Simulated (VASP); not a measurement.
Crystal: In4O.

```
In O
1.0
     3.70129    0.00000    0.00000
     0.00000    3.70129    0.00000
     0.00000    0.00000    8.65685
In O
4 1
Direct
  0.00000 0.50000 0.73065
  0.50000 0.00000 0.73065
  0.00000 0.50000 0.26935
  0.50000 0.00000 0.26935
  0.00000 0.00000 0.00000
```

The cell was generated, and may not be a known phase.

| Quantity | Value |
| --- | --- |
| Program | VASP 6.6.1 |
| Task | relaxation of cell and atoms |
| Functional | PBE |
| Potentials or basis | VASP PAW PBE potentials, release 64 (In_d, O) |
| Cutoff | 600 eV |
| k mesh | 6 × 6 × 2 |
| Occupations | gaussian, width 0.1 eV |
| Spin | no spin polarisation |

At the start: pressure 14.7 GPa; volume 23.72 Å³/atom.

Q: How do energy, volume and symmetry change on relaxing?

A: Over 16 steps the energy falls by 820.0 meV/atom and the volume is 24.85 Å³/atom (+4.7 %); space group P4/mmm (No. 123, to 0.1 Å) before and after.

Step by step:
```csv
step,energy change (eV),largest force (eV/Å),pressure (GPa),volume (Å³)
1,0.0000,0.8237,14.69,118.60
2,-3.0195,0.5412,-4.89,155.89
3,-3.0273,0.5626,-3.73,148.37
4,-3.0391,0.5507,-4.03,150.11
5,-3.6030,0.3979,-2.77,137.54
6,-3.9181,0.3303,-0.64,126.39
7,-3.4582,0.0800,10.20,104.57
8,-3.9693,0.3379,0.32,122.15
9,-3.9879,0.3040,2.54,116.31
10,-3.9953,0.3244,1.49,118.63
11,-3.9957,0.3206,1.75,118.01
12,-4.0650,0.2655,0.83,120.89
13,-4.0727,0.2085,0.50,122.40
14,-4.0955,0.1022,-0.20,124.84
15,-4.0977,0.0655,-0.43,125.79
16,-4.1002,0.0143,0.18,124.23
```

Final structure:
```xyz
5
Lattice="4.4123 0.0000 0.0000 0.0000 4.4123 0.0000 0.0000 0.0000 6.3808" Properties=species:S:1:pos:R:3 pbc="T T T"
In    0.0000    2.2062    4.8186
In    2.2062    0.0000    4.8186
In    0.0000    2.2062    1.5623
In    2.2062    0.0000    1.5623
O     0.0000    0.0000    0.0000
```

Caveat: the k points lie up to 0.49 Å⁻¹ apart in the final cell, too coarse for converged energies and pressures of a metal; a cell axis changed by over 15 % at a fixed basis, so the end point is rough.
